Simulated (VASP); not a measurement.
Input of a VASP 6.6.1 run:

Contents of POSCAR:

```
GaAs
1.0
    0.0000000000      2.8268500000      2.8268500000
    2.8268500000      0.0000000000      2.8268500000
    2.8268500000      2.8268500000      0.0000000000
As Ga
1 1
Direct
    0.7500000000      0.7500000000      0.7500000000
    0.0000000000      0.0000000000      0.0000000000
```

Contents of INCAR.step1:

```
ALGO = Normal
EDIFF = 1E-5
ENCUT = 520
GGA = PE
ISIF = 2
ISMEAR = -1
LASPH = True
LREAL = False
LWAVE = True
NBANDS = 16
NELM = 100
PREC = Accurate
SIGMA = 0.05
```

INCAR.step2

```
AEXX = 1.0
AGGAC = 0.0
ALDAC = 0.0
ALGO = Normal
EDIFF = 1E-6
ENCUT = 520
GGA = PE
ISIF = 2
ISMEAR = -1
ISTART = 1
LASPH = True
LCHARG = True
LELF = True
LHFCALC = True
LREAL = False
LVHAR = True
LWAVE = False
NBANDS = 16
NELM = 100
PREC = Accurate
PRECFOCK = Normal
SIGMA = 0.05
```

KPOINTS

```
k-points
0
Gamma
  4 4 4
```

Potentials or basis: VASP PAW PBE potentials, release 64 (As, Ga_d).

Run with:

```console
$ cat potpaw_PBE.64/As/POTCAR potpaw_PBE.64/Ga_d/POTCAR > POTCAR
$ cp INCAR.step1 INCAR
$ mpirun -np 1 vasp_std > vasp.out
$ cp INCAR.step2 INCAR
$ mpirun -np 1 vasp_std > vasp.out
```

Problem. Estimate the pressure.

Solution. 3.5 GPa.

Problem. Predict the band gap on the k mesh.

Solution. 7.49 eV (least direct gap 7.90 eV).

Caveat: the k points lie up to 0.48 Å⁻¹ apart; the PAW data sets were made with another functional, which shifts forces and pressure a little. A k mesh can miss the band edges.
